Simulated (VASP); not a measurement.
# TaSBr (P4/mmm) in VASP: further runs, part 2 of 2

VASP 6.6.1.

## 4. Relaxation of cell and atoms, PBE, collinear spin

This run uses another cell than the first one, of 29.25 Å³/atom.

File INCAR:

```
PREC     = Accurate       # precision mode
ENCUT    = 500            # plane-wave cutoff, eV
EDIFF    = 1E-7           # SCF threshold, eV
ISMEAR   = 0              # smearing method
SIGMA    = 0.1            # smearing width, eV
LREAL    = False          # projectors in reciprocal space
LASPH    = True           # aspherical terms in the spheres
NELM     = 200            # most SCF steps
ALGO     = Normal         # electronic algorithm
ISIF     = 3              # what is computed and relaxed
LWAVE    = False          # write WAVECAR
LCHARG   = False          # write CHGCAR
ISPIN    = 2              # spin polarisation
MAGMOM   = 1 0 0          # initial moments
LORBIT   = 11             # projections on sites
LMAXMIX  = 4              # l up to which the mixer works
GGA      = PE             # functional
IBRION   = 2              # ionic algorithm
NSW      = 90             # ionic steps
EDIFFG   = -0.04          # ionic threshold
GGA_COMPAT= False        
NELMIN   = 4
```

File KPOINTS:

```
Automatic mesh
0
Gamma
  6 6 2
```

File POSCAR:

```
TaSBr
1.0
    3.2180952000      0.0000000000      0.0000000000
    0.0000000000      3.2180952000      0.0000000000
    0.0000000000      0.0000000000      8.4733181000
Ta S Br
1 1 1
Direct
    0.0000000000      0.0000000000      0.5000000000
    0.5000000000      0.5000000000      0.5000000000
    0.5000000000      0.5000000000      0.0000000000
```

Potentials or basis: VASP PAW PBE potentials, release 64 (Ta_pv, S, Br).

Launch:

```sh
cat potpaw_PBE.64/Ta_pv/POTCAR potpaw_PBE.64/S/POTCAR potpaw_PBE.64/Br/POTCAR > POTCAR
mpirun -np 1 vasp_std > vasp.out
```

OUTCAR:

```text
PREC = Accurate
   ENCUT = 500
   EDIFF = 1E-7
   ISMEAR = 0
   LREAL = False
   LASPH = True
   NELM = 200
   ISIF = 3
   ISPIN = 2
   LORBIT = 11
   GGA = PE
   IBRION = 2
   NSW = 90
   EDIFFG = -0.04
   NELMIN = 4

 ion  position               nearest neighbor table
   1  0.000  0.000  0.500-   2 2.28   2 2.28   2 2.28   2 2.28
   2  0.500  0.500  0.500-   1 2.28   1 2.28   1 2.28   1 2.28
   3  0.500  0.500  0.000-

  LATTYP: Found a simple tetragonal cell.
 ALAT       =     3.2180952000
 C/A-ratio  =     2.6330228205

  Lattice vectors:

 A1 = (   3.2180952000,   0.0000000000,   0.0000000000)
 A2 = (   0.0000000000,   3.2180952000,   0.0000000000)
 A3 = (   0.0000000000,   0.0000000000,   8.4733181000)

Analysis of symmetry for initial positions (statically):
=====================================================================
 Subroutine PRICEL returns:
 Original cell was already a primitive cell.

 Routine SETGRP: Setting up the symmetry group for a
 simple tetragonal supercell.

 Subroutine GETGRP returns: Found 16 space group operations
 (whereof 16 operations were pure point group operations)
 out of a pool of 16 trial point group operations.

The static configuration has the point symmetry D_4h.

Analysis of symmetry for dynamics (positions and initial velocities):
=====================================================================
 Subroutine PRICEL returns:
 Original cell was already a primitive cell.

 Routine SETGRP: Setting up the symmetry group for a
 simple tetragonal supercell.

 Subroutine GETGRP returns: Found 16 space group operations
 (whereof 16 operations were pure point group operations)
 out of a pool of 16 trial point group operations.

The dynamic configuration has the point symmetry D_4h.

Analysis of structural, dynamic, and magnetic symmetry:
=====================================================================
 Subroutine PRICEL returns:
 Original cell was already a primitive cell.

 Routine SETGRP: Setting up the symmetry group for a
 simple tetragonal supercell.

 Subroutine GETGRP returns: Found 16 space group operations
 (whereof 16 operations were pure point group operations)
 out of a pool of 16 trial point group operations.

The overall configuration has the point symmetry D_4h.

 Subroutine INISYM returns: Found 16 space group operations
 (whereof 16 operations are pure point group operations),
 and found     1 'primitive' translations

----------------------------------------------------------------------------------------

                                     Primitive cell

  volume of cell :      87.7508

  direct lattice vectors                    reciprocal lattice vectors
     3.218095200  0.000000000  0.000000000     0.310742827  0.000000000  0.000000000
     0.000000000  3.218095200  0.000000000     0.000000000  0.310742827  0.000000000
     0.000000000  0.000000000  8.473318100     0.000000000  0.000000000  0.118017521

  length of vectors
     3.218095200  3.218095200  8.473318100     0.310742827  0.310742827  0.118017521

  position of ions in fractional coordinates (direct lattice)
     0.000000000  0.000000000  0.500000000
     0.500000000  0.500000000  0.500000000
[... 68 lines left out ...]
   ISPIN  =      2    spin polarized calculation?
   LNONCOLLINEAR =      F non collinear calculations
   LSORBIT =      F    spin-orbit coupling
   LASPH  =      T    aspherical Exc in radial PAW
   ENCUT  =  500.0 eV  36.75 Ry    6.06 a.u.   5.87  5.87 15.45*2*pi/ulx,y,z
   NELM   =    200;   NELMIN=  4; NELMDL= -5     # of ELM steps
   EDIFF  = 0.1E-06   stopping-criterion for ELM
   LREAL  =      F    real-space projection
   EDIFFG = -.4E-01   stopping-criterion for IOM
   NSW    =     90    number of steps for IOM
   IBRION =      2    ionic relax: 0-MD 1-quasi-New 2-CG
   NFREE  =      1    steps in history (QN), initial steepest desc. (CG)
   ISIF   =      3    stress and relaxation
   ISYM   =      2    0-nonsym 1-usesym 2-fastsym
   POTIM  = 0.5000    time-step for ionic-motion
   TEBEG  =    0.0;   TEEND  =   0.0 temperature during run
   PSTRESS=    0.0 pullay stress
   NELECT =      24.0000    total number of electrons
   NUPDOWN=      -1.0000    fix difference up-down
   EMIN   =  10.00;   EMAX   =-10.00  energy-range for DOS
   EFERMI =   0.00;   METHOD = LEGACY
   ISMEAR =     0;   SIGMA  =   0.10  broadening in eV -4-tet -1-fermi 0-gaus
   EFERMI_NEDOS =   21; number of points for ismear=-14 and -15
   IALGO  =     38    algorithm
   IMIX   =      4    mixing-type and parameters
     AMIX     =   0.40;   BMIX     =  1.00
     AMIX_MAG =   1.60;   BMIX_MAG =  1.00
  volume/ion in A,a.u.               =      29.25       197.39
  Fermi-wavevector in a.u.,A,eV,Ry     =   1.062661  2.008138 15.364362  1.129249
  Thomas-Fermi vector in A             =   2.198120
   LORBIT       =     11    0 simple, 1 ext, 2 COOP (PROOUT), +10 PAW based schemes
   GGA     = PE    functional components
   LHFCALC =     F    Hartree Fock is set to
   AEXX    =    0.0000 exact exchange contribution
   IVDW    =     0    specifies the selected vdW correction
   LEPSILON=     F    determine dielectric tensor
   LRPA    =     F    only Hartree local field effects (RPA)
 conjugate gradient relaxation of ions
 spin polarized calculation
 Gauss-broadening in eV      SIGMA  =   0.10
  energy-cutoff  :      500.00
  volume of cell :       87.75
 maximum number of plane-waves:      2251
 NGX is ok and might be reduce to    24
   NGX = 11   NGY = 11   NGZ = 31

--------------------------------------- Ionic step        1  -------------------------------------------

 number of electron      23.9999994 magnetization       1.5238580

 Free energy of the ion-electron system (eV)
  ---------------------------------------------------
  ext. energy  EPLUGINS =         0.00000000
  ---------------------------------------------------
  free energy    TOTEN  =       -15.87602404 eV

  energy without entropy =      -15.86287203  energy(sigma->0) =      -15.86944804

------------------------ aborting loop because EDIFF is reached ----------------------------------------

  FORCE on cell =-STRESS in cart. coord.  units (eV):
  Direction    XX          YY          ZZ          XY          YZ          ZX
  --------------------------------------------------------------------------------------
  -------------------------------------------------------------------------------------
  Total        9.4988409      9.4988409     -1.0528699      0.0000000     -0.0000000     -0.0000000
  in kB      173.4322709    173.4322709    -19.2235692      0.0000000     -0.0000000     -0.0000000
  external PRESSURE =     109.2136575 kB  Pullay stress =       0.0000000 kB
[... 24 lines left out ...]
--------------------------------------- Ionic step        2  -------------------------------------------

 number of electron      24.0000006 magnetization       2.1208183

 E-fermi :  -0.1137     XC(G=0):  -7.4658

 val. band max:       -0.1247662139   @ k =   0.0000   0.0000   0.0000
 cond. band min:      -0.1108204294   @ k =   0.3333   0.1667   0.5000
 fundamental gap:      0.0139457845
 Fermi energy:        -0.1137450362

 spin component 1

 k-point     1 :       0.0000    0.0000    0.0000
  band No.  band energies     occupation
      1     -36.2477      1.00000
      2     -36.2477      1.00000
      3     -36.1918      1.00000
      4     -14.4930      1.00000
      5     -13.1817      1.00000
      6      -3.8069      1.00000
[... 1050 lines left out ...]
--------------------------------------- Ionic step        9  -------------------------------------------

 number of electron      23.9999997 magnetization       1.4939480

 Free energy of the ion-electron system (eV)
  ---------------------------------------------------
  ext. energy  EPLUGINS =         0.00000000
  ---------------------------------------------------
  free energy    TOTEN  =       -16.47919469 eV

  energy without entropy =      -16.45959773  energy(sigma->0) =      -16.46939621

 E-fermi :   2.4477     XC(G=0):  -9.0579

 val. band max:        2.4356905828   @ k =   0.3333   0.3333   0.0000
 cond. band min:       2.4614390787   @ k =   0.1667   0.0000   0.0000
 fundamental gap:      0.0257484959
 Fermi energy:         2.4477367182

 spin component 1

 k-point     1 :       0.0000    0.0000    0.0000
  band No.  band energies     occupation
      1     -33.3018      1.00000
      2     -33.3018      1.00000
      3     -33.2449      1.00000
      4     -13.2778      1.00000
      5     -11.5925      1.00000
      6      -2.5776      1.00000
[... 822 lines left out ...]
  FREE ENERGIE OF THE ION-ELECTRON SYSTEM (eV)
  ---------------------------------------------------
  free  energy   TOTEN  =       -16.4791946950 eV

  energy  without entropy=      -16.4595977347  energy(sigma->0) =      -16.46939621

 reached required accuracy - stopping structural energy minimisation

 total charge

# of ion       s       p       d       tot
------------------------------------------
    1        0.259   6.109   2.403   8.771
    2        1.317   2.479   0.000   3.795
    3        1.631   3.093   0.008   4.731
--------------------------------------------------
tot          3.207  11.681   2.410  17.298

 magnetization (x)

# of ion       s       p       d       tot
------------------------------------------
    1        0.057   0.005   0.843   0.906
    2       -0.001  -0.026   0.000  -0.027
    3        0.005   0.094   0.001   0.100
--------------------------------------------------
tot          0.061   0.074   0.844   0.978
```

Wall time 8.8 min (1 thread of Intel Xeon Platinum 8259CL at 2.50GHz (Skylake/Cascade Lake), shared host); peak memory 0.26 GiB.

Results:

| Quantity | Value |
| --- | --- |
| Free energy | -16.4792 eV |
| Relaxed volume | 26.93 Å³/atom |
| Relaxed cell | a = 3.398 Å, b = 3.398 Å, c = 6.997 Å, α = 90.00°, β = 90.00°, γ = 90.00° |
| Space group after relaxing (to 0.1 Å) | P4/mmm (No. 123) |
| Energy gained by relaxing | 201.1 meV/atom |
| Ionic steps | 9 |
| Pressure after relaxing | 0.1 GPa |
| Net moment | 1.49 μB per cell |
| Site moments | Ta +0.91; S -0.03; Br +0.10 μB |
| Valence electrons inside the program's atomic spheres | Ta 8.77; S 3.79; Br 4.73 |

The path:
```tsv
step	energy change (eV)	largest force (eV/Å)	pressure (GPa)	volume (Å³)
1	0.0000	0.0000	10.92	87.75
2	0.2985	0.0000	-7.83	114.63
3	-0.4875	0.0000	-1.29	98.05
4	-0.4900	0.0000	-0.78	97.43
5	-0.4901	0.0000	-0.62	97.23
6	-0.5058	0.0000	-0.62	95.79
7	-0.5519	0.0000	-0.60	91.45
8	-0.6005	0.0000	-0.06	82.78
9	-0.6032	0.0000	0.13	80.79
```

Final structure:
```
CELL_PARAMETERS angstrom
3.39807 0.00000 0.00000
0.00000 3.39807 0.00000
0.00000 0.00000 6.99697
ATOMIC_POSITIONS crystal
Ta 0.00000 0.00000 0.50000
S 0.50000 0.50000 0.50000
Br 0.50000 0.50000 0.00000
```

Caveat: the k points lie up to 0.45 Å⁻¹ apart in the final cell; a cell axis changed by over 15 % at a fixed basis, so the end point is rough; spin-orbit coupling is left out, which moves the levels of the heavy elements; this functional lacks dispersion, which binds the layers, so the pressure and a relaxed spacing across them are unreliable.

## 5. Summary

| task | cell | k mesh | gap on the mesh (eV) | pressure (GPa) | moment (μB) | relaxed volume (Å³/atom) |
| --- | --- | --- | --- | --- | --- | --- |
| relaxation of cell and atoms | relaxed from a = 3.401, b = 3.401, c = 6.879 Å, 3 atoms | 14 × 14 × 8 | none | 0.0 | 0.32 | 24.10 |
| single point | a = 3.401, b = 3.401, c = 6.879 Å, 3 atoms | 6 × 6 × 2 | none | 0.1 | 1.45 | - |
| relaxation of cell and atoms | relaxed from a = 3.218, b = 3.218, c = 8.473 Å, 3 atoms | 6 × 6 × 2 | none | 0.1 | 1.49 | 26.93 |

Alike in all rows: level PBE; potentials or basis VASP PAW PBE potentials, release 64 (Ta_pv, S, Br); spin collinear; cutoff (eV) 500; smearing gaussian 0.1 eV.

Caveats: some runs use coarse meshes; spin-orbit coupling is left out, which moves the levels of the heavy elements; this functional lacks dispersion, which binds the layers, so the pressure and a relaxed spacing across them are unreliable; a cell axis changed by over 15 % at a fixed basis, so the end point is rough (at least some runs).

Absolute energies hang on the potentials; compare differences alone.
